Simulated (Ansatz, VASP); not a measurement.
Two plane-wave programs on WS2

```
W S
1.0
     3.14578    0.00000    0.00000
    -1.57289    2.72432    0.00000
     0.00000    0.00000   16.95342
W S
1 2
Direct
  0.36183 0.58880 0.00000
  0.66667 0.33333 0.90758
  0.66667 0.33333 0.09242
```

Alike in both runs: task single point; functional PBEsol; k mesh 12 × 12 × 2; occupations gaussian, width 0.05 eV; no spin polarisation.

|  | VASP | Ansatz |
| --- | --- | --- |
| version | VASP 6.6.1 | Ansatz 0.2.0 |
| potentials or method | VASP PAW PBE potentials, release 64 (W_sv, S), cutoff 520 eV | scalar-relativistic, plane waves, PAW |
| valence electrons in the cell | 26 | 26 |

VASP gave:

| Item | Value |
| --- | --- |
| gap on the k mesh at the Fermi level (eV) | 0.98 |
| least direct gap on the mesh (eV) | 1.34 |
| rms of the force components (eV/Å) | 2.748 |

Problem. Which values does Ansatz return?

Solution. gap on the k mesh at the Fermi level (eV): 0.98; least direct gap on the mesh (eV): 1.34; rms of the force components (eV/Å): 2.744.

VASP's potentials were made for PBE, not for PBEsol. Atom by atom the forces differ by 0.010 eV/Å (rms over components). Ansatz's warnings: xc potential rough in thin density.

Spin-orbit coupling is off throughout.
